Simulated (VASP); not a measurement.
A run of VASP 6.6.1:

The input INCAR:

```
SYSTEM = SnO2
ALGO = Normal
EDIFF = 1E-6
EDIFFG = -0.01
ENCUT = 600
GGA = PE
IBRION = 2
ISIF = 3
ISMEAR = 0
LASPH = .TRUE.
LCHARG = .FALSE.
LREAL = .FALSE.
LWAVE = .FALSE.
NELM = 100
NSW = 100
PREC = Accurate
SIGMA = 0.1
```

KPOINTS

```
k-points
0
G
  14 14 16
  0 0 0
```

Contents of POSCAR:

```
SnO2
1.0
    3.5632043514      0.0000000000      0.0000000000
    0.0000000000      3.5632043514      0.0000000000
    0.0000000000      0.0000000000      2.8511041259
Sn O
1 2
Direct
    0.0000000000      0.0000000000      0.5000000000
    0.5000000000      0.0000000000      0.0000000000
    0.0000000000      0.5000000000      0.0000000000
```

Potentials or basis: VASP PAW PBE potentials, release 64 (Sn_d, O).

Launch:

```console
$ cat potpaw_PBE.64/Sn_d/POTCAR potpaw_PBE.64/O/POTCAR > POTCAR
$ mpirun -np 1 vasp_std > vasp.out
```

Hardware: 1 thread of Intel(R) Xeon(R) 6975P-C (Granite Rapids), on a shared host.

**Question.** Estimate the wall time of this run.

**Answer.** Run time: 2.1 min on 1 thread of Intel(R) Xeon(R) 6975P-C (Granite Rapids), on a shared host, peak memory 0.34 GiB. Counts: scf iterations 25, k points 324, ion steps 3.
